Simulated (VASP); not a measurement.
Write the native input for VASP 6.6.1 that does the following.

- Task: single point
- Functional: LDA
- Potentials or basis: VASP PAW LDA potentials, release 64 (Sn_d, O)
- Cutoff: 520 eV
- k mesh: 4 × 3 × 3
- Occupations: gaussian, width 0.01 eV
- Spin: no spin polarisation
- Dipole correction: no
- Further INCAR settings: ALGO = Normal; EDIFF = 1e-07; NBANDS = 28

The structure of SnO lies in POSCAR:

```
SnO
1.0
    3.3550050000      0.0000000000      0.0000000000
    0.0000000000      5.6741040000      0.0000000000
    0.0000000000      0.0000000000      4.2219700000
Sn O
2 2
Direct
   -0.0031166813      0.2029714274      0.4959654459
    0.4935417869      0.7505678382     -0.0042159777
   -0.0015880444      0.8754660170      0.7272840974
    0.4971607455      0.0808579960      0.2340962844
```

One way to write it, as run:

INCAR

```
ALGO = Normal
EDIFF = 1E-7
ENCUT = 520
GGA = CA
ISIF = 2
ISMEAR = 0
LASPH = T
LCHARG = F
LREAL = F
LWAVE = F
NBANDS = 28
NELM = 80
PREC = Accurate
SIGMA = 0.01
```

KPOINTS

```
k-points
0
Gamma
  4 3 3
```

Potentials or basis: VASP PAW LDA potentials, release 64 (Sn_d, O).

The run is started by

```sh
$ cat potpaw_LDA.64/Sn_d/POTCAR potpaw_LDA.64/O/POTCAR > POTCAR
$ mpirun -np 1 vasp_std > vasp.out
```

Results of the run:

The pressure is -2.6 GPa. The largest force is 0.299 eV/Å. The band gap on the k mesh is 1.64 eV, indirect (least direct gap 2.23 eV).

Caveat: the k points lie up to 0.50 Å⁻¹ apart; spin-orbit coupling is left out, which moves the levels of the heavy elements.

Run time: 27 s on 1 thread of Intel(R) Xeon(R) Platinum 8488C (Sapphire Rapids), with other jobs on the host, peak memory 0.17 GiB.
